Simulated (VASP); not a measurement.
# TaAl3N4 in VASP: notebook

Runs on TaAl3N4. Level: PBE. Tasks: single point, relaxation of cell and atoms.

All numbers are computed with VASP 6.6.1; they aren't measurements. Logs are shortened: lines on timing, memory, paths and dates and some standing lists are left out, and cuts for length are marked.

**1. The cell of the first run**

The typed cell holds 8 atoms: a = 4.219 Å, b = 4.222 Å, c = 4.222 Å, α = 90.01°, β = 89.98°, γ = 90.00°.

**2. Single point, PBE**

File INCAR:

```
PREC = Accurate ; ENCUT = 520
EDIFF = 1E-6 ; ISMEAR = 0
SIGMA = 0.2 ; LREAL = False
LASPH = True ; NELM = 80
ALGO = Normal ; ISIF = 2
LWAVE = False ; LCHARG = False
GGA = PE ; NBANDS = 30
```

File KPOINTS:

```
regular mesh
0
Gamma
  6 6 6
```

File POSCAR:

```
TaAl3N4
1.0
    4.2188736479      0.0001069890      0.0007550983
    0.0001053946      4.2222375803     -0.0004780715
    0.0007517816     -0.0004787716      4.2218277506
Ta Al N
1 3 4
Direct
    0.5000003111      0.5000014592      0.4999952797
   -0.0000048669      0.4999910378      0.0000004460
   -0.0000125813      0.0000032410      0.5000182451
    0.4999978303     -0.0000063496      0.0000112547
    0.5000121858      0.0000051348      0.4999871877
    0.0000012096      0.0000044095     -0.0000066865
    0.5000076351      0.5000035750     -0.0000028538
   -0.0000017236      0.4999974920      0.4999971270
```

Potentials or basis: VASP PAW PBE potentials, release 64 (Ta_pv, Al, N).

On the command line:

```console
$ cat potpaw_PBE.64/Ta_pv/POTCAR potpaw_PBE.64/Al/POTCAR potpaw_PBE.64/N/POTCAR > POTCAR
$ mpirun -np 1 vasp_std > vasp.out
```

OUTCAR:

```text
PREC = Accurate
   ENCUT = 520
   EDIFF = 1E-6
   ISMEAR = 0
   LREAL = False
   LASPH = True
   NELM = 80
   ISIF = 2
   GGA = PE

 ion  position               nearest neighbor table
   1  0.500  0.500  0.500-   8 2.11   8 2.11   7 2.11   7 2.11   5 2.11   5 2.11   2 2.98   2 2.98
                             3 2.98   3 2.98   3 2.98   3 2.98   2 2.98   2 2.98   4 2.99   4 2.99
   2  1.000  0.500  0.000-   7 2.11   7 2.11   8 2.11   8 2.11   6 2.11   6 2.11   1 2.98   1 2.98
                             4 2.98   4 2.98   4 2.98   4 2.98   1 2.98   1 2.98   3 2.99   3 2.99
   3  1.000  0.000  0.500-   5 2.11   5 2.11   6 2.11   6 2.11   8 2.11   8 2.11   4 2.98   4 2.98
                             1 2.98   1 2.98   1 2.98   1 2.98   4 2.98   4 2.98   2 2.99   2 2.99
   4  0.500  1.000  0.000-   6 2.11   6 2.11   5 2.11   5 2.11   7 2.11   7 2.11   3 2.98   3 2.98
                             2 2.98   2 2.98   2 2.98   2 2.98   3 2.98   3 2.98   1 2.99   1 2.99
   5  0.500  0.000  0.500-   3 2.11   3 2.11   4 2.11   4 2.11   1 2.11   1 2.11
   6  0.000  0.000  1.000-   4 2.11   4 2.11   3 2.11   3 2.11   2 2.11   2 2.11
   7  0.500  0.500  1.000-   2 2.11   2 2.11   1 2.11   1 2.11   4 2.11   4 2.11
   8  1.000  0.500  0.500-   1 2.11   1 2.11   2 2.11   2 2.11   3 2.11   3 2.11

  LATTYP: Found a triclinic cell.
 ALAT       =     4.2222376087
 B/A-ratio  =     1.4143051723
 C/A-ratio  =     2.9995743013
 COS(alpha) =     0.0000192605
 COS(beta)  =     0.6666269448
 COS(gamma) =     0.7072212024

  Lattice vectors:

 A1 = (  -0.0001053946,  -4.2222375803,   0.0004780715)
 A2 = (   0.0006463870,  -4.2227163519,   4.2223058221)
 A3 = (  -4.2205880003,  -8.4436246064,  -8.4434544565)

Analysis of symmetry for initial positions (statically):
=====================================================================
 Subroutine PRICEL returns:
 Original cell was already a primitive cell.

 Routine SETGRP: Setting up the symmetry group for a
 triclinic supercell.

 Subroutine GETGRP returns: Found  1 space group operations
 (whereof  1 operations were pure point group operations)
 out of a pool of  2 trial point group operations.

The static configuration has the point symmetry C_1 .

Analysis of symmetry for dynamics (positions and initial velocities):
=====================================================================
 Subroutine PRICEL returns:
 Original cell was already a primitive cell.

 Routine SETGRP: Setting up the symmetry group for a
 triclinic supercell.

 Subroutine GETGRP returns: Found  1 space group operations
[... 116 lines left out ...]
   LREAL  =      F    real-space projection
   EDIFFG = 0.1E-04   stopping-criterion for IOM
   NSW    =      0    number of steps for IOM
[... 5 lines left out ...]
   TEBEG  =    0.0;   TEEND  =   0.0 temperature during run
   PSTRESS=    0.0 pullay stress
   NELECT =      40.0000    total number of electrons
   NUPDOWN=      -1.0000    fix difference up-down
   EMIN   =  10.00;   EMAX   =-10.00  energy-range for DOS
   EFERMI =   0.00;   METHOD = LEGACY
   ISMEAR =     0;   SIGMA  =   0.20  broadening in eV -4-tet -1-fermi 0-gaus
   EFERMI_NEDOS =   21; number of points for ismear=-14 and -15
   IALGO  =     38    algorithm
   IMIX   =      4    mixing-type and parameters
     AMIX     =   0.40;   BMIX     =  1.00
     AMIX_MAG =   1.60;   BMIX_MAG =  1.00
  volume/ion in A,a.u.               =       9.40        63.44
  Fermi-wavevector in a.u.,A,eV,Ry     =   1.326422  2.506573 23.938014  1.759394
  Thomas-Fermi vector in A             =   2.455810
   LORBIT       =      0    0 simple, 1 ext, 2 COOP (PROOUT), +10 PAW based schemes
   GGA     = PE    functional components
   LHFCALC =     F    Hartree Fock is set to
   AEXX    =    0.0000 exact exchange contribution
   IVDW    =     0    specifies the selected vdW correction
   LEPSILON=     F    determine dielectric tensor
   LRPA    =     F    only Hartree local field effects (RPA)
 non-spin polarized calculation
 Gauss-broadening in eV      SIGMA  =   0.20
  energy-cutoff  :      520.00
  volume of cell :       75.20
 maximum number of plane-waves:      2048
   NGX = 15   NGY = 15   NGZ = 15

 number of electron      39.9999988 magnetization

 Free energy of the ion-electron system (eV)
  ---------------------------------------------------
  ext. energy  EPLUGINS =         0.00000000
  ---------------------------------------------------
  free energy    TOTEN  =       -63.26854602 eV

  energy without entropy =      -63.20689514  energy(sigma->0) =      -63.23772058

 E-fermi :  11.8057     XC(G=0): -12.3360

 val. band max:       11.7806127446   @ k =   0.3333   0.1667   0.1667
 cond. band min:      11.8521931218   @ k =   0.1667  -0.0000  -0.0000
 fundamental gap:      0.0715803772
 Fermi energy:        11.8057030113

 k-point     1 :       0.0000    0.0000    0.0000
  band No.  band energies     occupation
      1     -24.2388      2.00000
      2     -24.2377      2.00000
      3     -24.2375      2.00000
      4      -8.3327      2.00000
      5      -5.6830      2.00000
      6      -5.6825      2.00000
[... 781 lines left out ...]
     29      17.0979      0.00000
     30      17.8572      0.00000

 [... further k-points ...]

------------------------ aborting loop because EDIFF is reached ----------------------------------------

  FORCE on cell =-STRESS in cart. coord.  units (eV):
  Direction    XX          YY          ZZ          XY          YZ          ZX
  --------------------------------------------------------------------------------------
  -------------------------------------------------------------------------------------
  Total        0.1515299      0.0864607      0.0943152     -0.0028260      0.0127088     -0.0201139
  in kB        3.2282645      1.8420005      2.0093369     -0.0602056      0.2707539     -0.4285154
  external PRESSURE =       2.3598673 kB  Pullay stress =       0.0000000 kB

 VOLUME and BASIS-vectors are now :
 -----------------------------------------------------------------------------
  energy-cutoff  :      520.00
  volume of cell :       75.20
      direct lattice vectors                 reciprocal lattice vectors
     4.218873648  0.000106989  0.000755098     0.237030098 -0.000005921 -0.000042209
     0.000105395  4.222237580 -0.000478072    -0.000006011  0.236841247  0.000026860
     0.000751782 -0.000478772  4.221827751    -0.000042395  0.000026820  0.236864245

 POSITION                                       TOTAL-FORCE (eV/Angst)
 -----------------------------------------------------------------------------------
      2.10987      2.11094      2.11103        -0.000096      0.000199      0.000293
      4.21891      2.11119      0.00052         0.000231      0.000248      0.000029
      4.21920     -0.00012      2.11175         0.000487     -0.000150     -0.000480
      2.10953      4.22226     -0.00005        -0.000054      0.000165     -0.000340
      2.10986     -0.00016      2.11124        -0.000562     -0.000341      0.000475
      0.00076     -0.00046      4.22180         0.000103     -0.000197      0.000154
      2.11027      2.11071      4.22195        -0.000341     -0.000107     -0.000153
      4.21929      2.11098      2.11142         0.000233      0.000183      0.000022
 -----------------------------------------------------------------------------------
    total drift:                               -0.000000     -0.000003     -0.000001

  FREE ENERGIE OF THE ION-ELECTRON SYSTEM (eV)
  ---------------------------------------------------
  free  energy   TOTEN  =       -63.2685460204 eV

  energy  without entropy=      -63.2068951413  energy(sigma->0) =      -63.23772058
```

OSZICAR:

```text
N       E                     dE             d eps       ncg     rms          rms(c)
DAV:   1     0.226627978961E+03    0.22663E+03   -0.20184E+04  6720   0.128E+03
DAV:   2    -0.565191004048E+02   -0.28315E+03   -0.27376E+03  8156   0.320E+02
DAV:   3    -0.708782787812E+02   -0.14359E+02   -0.14208E+02  8696   0.715E+01
DAV:   4    -0.710378623560E+02   -0.15958E+00   -0.15893E+00  8628   0.791E+00
DAV:   5    -0.710400967963E+02   -0.22344E-02   -0.22334E-02  8294   0.891E-01    0.308E+01
DAV:   6    -0.633386029809E+02    0.77015E+01   -0.30752E+01  8746   0.298E+01    0.129E+01
DAV:   7    -0.633307662568E+02    0.78367E-02   -0.18811E+00  8218   0.697E+00    0.849E+00
DAV:   8    -0.632758936735E+02    0.54873E-01   -0.17518E-01  8010   0.256E+00    0.637E-01
DAV:   9    -0.632682984250E+02    0.75952E-02   -0.28388E-02  8538   0.899E-01    0.274E-01
DAV:  10    -0.632685988012E+02   -0.30038E-03   -0.20101E-03  8440   0.257E-01    0.105E-01
DAV:  11    -0.632685472163E+02    0.51585E-04   -0.18876E-04  8074   0.710E-02    0.192E-02
DAV:  12    -0.632685466077E+02    0.60861E-06   -0.10222E-05  8538   0.183E-02    0.688E-03
DAV:  13    -0.632685460204E+02    0.58726E-06   -0.31269E-07  5136   0.414E-03
   1 F= -.63268546E+02 E0= -.63237721E+02  d E =-.616509E-01
```

stdout:

```text
POSCAR found type information on POSCAR TaAlN
 POSCAR found :  3 types and       8 ions
 scaLAPACK will be used
 LDA part: xc-table for (Slater+PW92), standard interpolation
 POSCAR, INCAR and KPOINTS ok, starting setup
 FFT: planning ... GRIDC
 FFT: planning ... GRID_SOFT
 FFT: planning ... GRID
 WAVECAR not read
 entering main loop
```

Run time: 6.5 min. Hardware: 1 thread of Intel Xeon 8259CL, shared host; peak memory 0.34 GiB.

Results:

- Free energy: -63.2685 eV
- Pressure: 0.2 GPa
- Band gap on the k mesh: zero (bands 20 and 21 overlap by 4.13 eV)

Levels at points of the mesh, in eV from the Fermi level:
```tsv
k point	band 15	band 16	band 17	band 18	band 19	band 20	band 21	band 22	band 23	band 24
(0.00, 0.00, 0.00)	-5.16	-5.15	-3.72	-3.72	-3.71	-2.52	-2.52	-2.52	-0.45	-0.45
(0.50, 0.00, 0.00)	-7.16	-5.57	-5.57	-4.39	-4.39	-2.16	1.05	1.05	2.55	2.60
(0.00, 0.50, 0.00)	-7.15	-5.57	-5.56	-4.39	-4.38	-2.16	1.03	1.03	2.55	2.60
(0.50, 0.50, 0.00)	-7.35	-5.21	-4.95	-4.72	-4.71	1.14	1.15	1.86	3.55	4.05
(0.00, 0.00, 0.50)	-7.15	-5.57	-5.56	-4.39	-4.39	-2.16	1.03	1.04	2.55	2.60
(0.50, 0.00, 0.50)	-7.35	-5.22	-4.95	-4.72	-4.71	1.14	1.15	1.86	3.55	4.05
(0.00, 0.50, 0.50)	-7.35	-5.21	-4.95	-4.72	-4.72	1.14	1.14	1.86	3.56	4.06
(0.50, 0.50, 0.50)	-5.04	-5.04	-4.90	-4.90	-4.90	1.38	1.81	1.82	1.82	2.47
```

Caveat: spin-orbit coupling is left out, which moves the levels of the heavy elements.

**3. Relaxation of cell and atoms, PBE**

File INCAR:

```
PREC     = Accurate       # precision mode
ENCUT    = 600            # plane-wave cutoff, eV
EDIFF    = 1E-7           # SCF threshold, eV
ISMEAR   = 0              # smearing method
SIGMA    = 0.1            # smearing width, eV
LREAL    = F              # projectors in reciprocal space
LASPH    = T              # aspherical terms in the spheres
NELM     = 80             # most SCF steps
ALGO     = Normal         # electronic algorithm
ISIF     = 3              # what is computed and relaxed
LWAVE    = F              # write WAVECAR
LCHARG   = F              # write CHGCAR
GGA      = PE             # functional
IBRION   = 2              # ionic algorithm
NSW      = 100            # ionic steps
EDIFFG   = -0.01          # ionic threshold
```

File KPOINTS:

```
Automatic mesh
0
Gamma
  10 10 10
```

File POSCAR:

```
TaAl3N4
1.0
    4.2181691450      0.0000000000      0.0000000000
    0.0000000000      4.2181691450      0.0000000000
    0.0000000000      0.0000000000      4.2181691450
Ta Al N
1 3 4
Direct
    0.5000000000      0.5000000000      0.5000000000
    0.0000000000      0.5000000000      0.0000000000
    0.0000000000      0.0000000000      0.5000000000
    0.5000000000      0.0000000000      0.0000000000
    0.5000000000      0.0000000000      0.5000000000
    0.0000000000      0.0000000000      0.0000000000
    0.5000000000      0.5000000000      0.0000000000
    0.0000000000      0.5000000000      0.5000000000
```

Potentials or basis: VASP PAW PBE potentials, release 64 (Ta_pv, Al, N).

On the command line:

```console
$ cat potpaw_PBE.64/Ta_pv/POTCAR potpaw_PBE.64/Al/POTCAR potpaw_PBE.64/N/POTCAR > POTCAR
$ mpirun -np 1 vasp_std > vasp.out
```

Wall time 5.6 min (1 thread of Intel Xeon 8259CL, shared host); peak memory 0.28 GiB.

It converged, with:

```
Free energy             : -63.2864 eV
Pressure after relaxing : 0.0 GPa
Band gap on the k mesh  : zero (bands 20 and 21 overlap by 4.10 eV)
```

Final structure:
```yaml
crystal:
  lattice:
    - [4.21817, 0.00000, 0.00000]
    - [0.00000, 4.21817, 0.00000]
    - [0.00000, 0.00000, 4.21817]
  atoms:
    - { symbol: Ta, position: [0.50000, 0.50000, 0.50000] }
    - { symbol: Al, position: [0.00000, 0.50000, 0.00000] }
    - { symbol: Al, position: [0.00000, 0.00000, 0.50000] }
    - { symbol: Al, position: [0.50000, 0.00000, 0.00000] }
    - { symbol: N, position: [0.50000, 0.00000, 0.50000] }
    - { symbol: N, position: [0.00000, 0.00000, 0.00000] }
    - { symbol: N, position: [0.50000, 0.50000, 0.00000] }
    - { symbol: N, position: [0.00000, 0.50000, 0.50000] }
```

Levels at points of the mesh, in eV from the Fermi level:
| k point | band 18 | band 19 | band 20 | band 21 | band 22 | band 23 |
| --- | --- | --- | --- | --- | --- | --- |
| (0.00, 0.00, 0.00) | -3.54 | -3.54 | -2.34 | -2.34 | -2.34 | -0.28 |
| (0.50, 0.00, 0.00) | -4.21 | -4.21 | -1.98 | 1.24 | 1.24 | 2.74 |
| (0.50, 0.50, 0.00) | -4.56 | -4.56 | 1.34 | 1.34 | 2.06 | 3.74 |
| (0.50, 0.50, 0.50) | -4.73 | -4.73 | 1.55 | 1.99 | 1.99 | 1.99 |

Caveat: the relaxation stopped at its first step, so nothing moved; the highest band is partly filled, so the run has too few bands; spin-orbit coupling is left out, which moves the levels of the heavy elements.

The gap in the log of VASP goes by the Fermi energy; the results here count the filled bands.